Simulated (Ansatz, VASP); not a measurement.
## MgS in VASP and in Ansatz

INCAR

```
SYSTEM = MgS
  ALGO = Normal
  EDIFF = 1E-6
  ENCUT = 520
  GGA = PS
  ISIF = 2
  ISMEAR = 0
  LASPH = .True.
  LCHARG = .False.
  LREAL = .False.
  LWAVE = .False.
  NBANDS = 11
  NELM = 80
  PREC = Accurate
  SIGMA = 0.01
```

File KPOINTS:

```
k-points
0
Gamma
  6 6 6
  0 0 0
```

POSCAR

```
MgS
1.0
    0.0000000000      2.5912100399      2.5912100399
    2.5912100399      0.0000000000      2.5912100399
    2.5912100399      2.5912100399      0.0000000000
Mg S
1 1
Direct
    0.0000000000      0.0000000000      0.0000000000
    0.5000000000      0.5000000000      0.5000000000
```

Input for Ansatz:

```yaml
crystal:
  lattice:
    - [0.0, 2.5912100399, 2.5912100399]
    - [2.5912100399, 0.0, 2.5912100399]
    - [2.5912100399, 2.5912100399, 0.0]
  atoms:
    - { symbol: Mg, position: [0.0, 0.0, 0.0] }
    - { symbol: S, position: [0.5, 0.5, 0.5] }
basis: {}
kpoints:
  mp_grid: { grid: [6, 6, 6] }
  band_path:
    path:
      - [0.0, 0.0, 0.0]
      - [0.0, 0.0, 0.0]
      - [0.0, 0.0, 0.0]
      - [0.0, 0.0, 0.0]
      - [0.0, 0.0, 0.0]
      - [0.0, 0.0, 0.0]
      - [0.0, 0.0, 0.0]
      - [0.0, 0.0, 0.0]
      - [0.0, 0.0, 0.0]
      - [0.0, 0.0, 0.0]
      - [0.0, 0.0, 0.0]
      - [0.0, 0.0, 0.0]
      - [0.0, 0.0, 0.0]
      - [0.0, 0.0, 0.0]
      - [0.0, 0.0, 0.0]
      - [0.0, 0.0, 0.0]
      - [0.0, 0.0, 0.0]
      - [0.0, 0.0, 0.0]
      - [0.0, 0.0, 0.0]
      - [0.0, 0.0, 0.0]
      - [0.0, 0.0, 0.0]
      - [0.0, 0.0, 0.0]
      - [0.0, 0.0, 0.0]
      - [0.0, 0.0, 0.0]
      - [0.0, 0.0, 0.0]
      - [0.0, 0.0, 0.0]
      - [0.3, 0.3, 0.0]
      - [0.3166666667, 0.3166666667, 0.0]
      - [0.3333333333, 0.3333333333, 0.0]
      - [0.35, 0.35, 0.0]
      - [0.3666666667, 0.3666666667, 0.0]
      - [0.3833333333, 0.3833333333, 0.0]
      - [0.4, 0.4, 0.0]
      - [0.4166666667, 0.4166666667, 0.0]
      - [0.4333333333, 0.4333333333, 0.0]
      - [0.45, 0.45, 0.0]
      - [0.4666666667, 0.4666666667, 0.0]
      - [0.4833333333, 0.4833333333, 0.0]
      - [0.5, 0.5, 0.0]
      - [0.5, 0.5, 0.5]
      - [0.5, 0.5, 0.5]
      - [0.5, 0.5, 0.5]
      - [0.5, 0.5, 0.5]
      - [0.5, 0.5, 0.5]
      - [0.5, 0.5, 0.5]
      - [0.5, 0.5, 0.5]
      - [0.5, 0.5, 0.5]
      - [0.5, 0.5, 0.5]
      - [0.5, 0.5, 0.5]
      - [0.5, 0.5, 0.5]
      - [0.5, 0.5, 0.5]
      - [0.5, 0.5, 0.5]
      - [0.5, 0.5, 0.5]
      - [0.5, 0.5, 0.5]
      - [0.5, 0.5, 0.5]
      - [0.5, 0.5, 0.5]
      - [0.5, 0.5, 0.5]
      - [0.5, 0.5, 0.5]
      - [0.5, 0.5, 0.5]
      - [0.5, 0.5, 0.5]
      - [0.5, 0.5, 0.5]
      - [0.5, 0.5, 0.5]
      - [0.5, 0.5, 0.5]
      - [0.5, 0.5, 0.5]
      - [0.5, 0.5, 0.5]
    npoints: 1
hamiltonian:
  xc: pbesol
  pseudopotentials: { kind: all_electron, lapw: {} }
scf:
  occupations: { method: fixed }
  n_extra_bands: 5
output:
  eigenvalues: true
```

Alike in both runs: task single point; functional PBEsol; k mesh 6 × 6 × 6; no spin polarisation.

```csv
,VASP,Ansatz
version,VASP 6.6.1,Ansatz 0.2.0
potentials or method,"VASP PAW PBE potentials, release 64 (Mg, S), cutoff 520 eV","scalar-relativistic, all-electron LAPW"
occupations,"gaussian, width 0.01 eV",fixed
```

|  | VASP | Ansatz | Ansatz less VASP |
| --- | --- | --- | --- |
| gap on the k mesh at the Fermi level (eV) | 2.73 | 2.73 | -0.001 |
| least direct gap on the mesh (eV) | 3.69 | 3.69 | +0.001 |

VASP's potentials were made for PBE, not for PBEsol. Ansatz ran all-electron here, and VASP with PAW potentials.
